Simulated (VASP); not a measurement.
A run of VASP 6.6.1 is set up as follows.

File INCAR:

```
  PREC = Accurate
  ENCUT = 520
  EDIFF = 1E-6
  ISMEAR = -1
  SIGMA = 0.15
  LREAL = False
  LASPH = True
  NELM = 100
  ALGO = Normal
  ISIF = 2
  LWAVE = False
  LCHARG = False
  GGA = PS
  NBANDS = 11
```

File KPOINTS:

```
Automatic mesh
0
Gamma
  7 7 8
```

The input POSCAR:

```
Ba
1.0
    3.9180015797      0.0000000000      0.0000000000
    0.0000000000      3.9180015797      0.0000000000
    0.0000000000      0.0000000000      3.5319359188
Ba
1
Direct
    0.5000000000      0.5000000000      0.5000000000
```

Potentials or basis: VASP PAW PBE potentials, release 64 (Ba_sv).

Launch:

```sh
$ cat potpaw_PBE.64/Ba_sv/POTCAR > POTCAR
$ mpirun -np 1 vasp_std > vasp.out
```

(1) Estimate the pressure.

(2) What does it give for the band gap on the k mesh?

## Answers

(1) 0.5 GPa.

(2) zero (band 5 reaches 2.24 eV, above the bottom of band 6 at 1.63 eV).

Caveat: the PAW data sets were made with another functional, which shifts forces and pressure a little; spin-orbit coupling is left out, which moves the levels of the heavy elements.
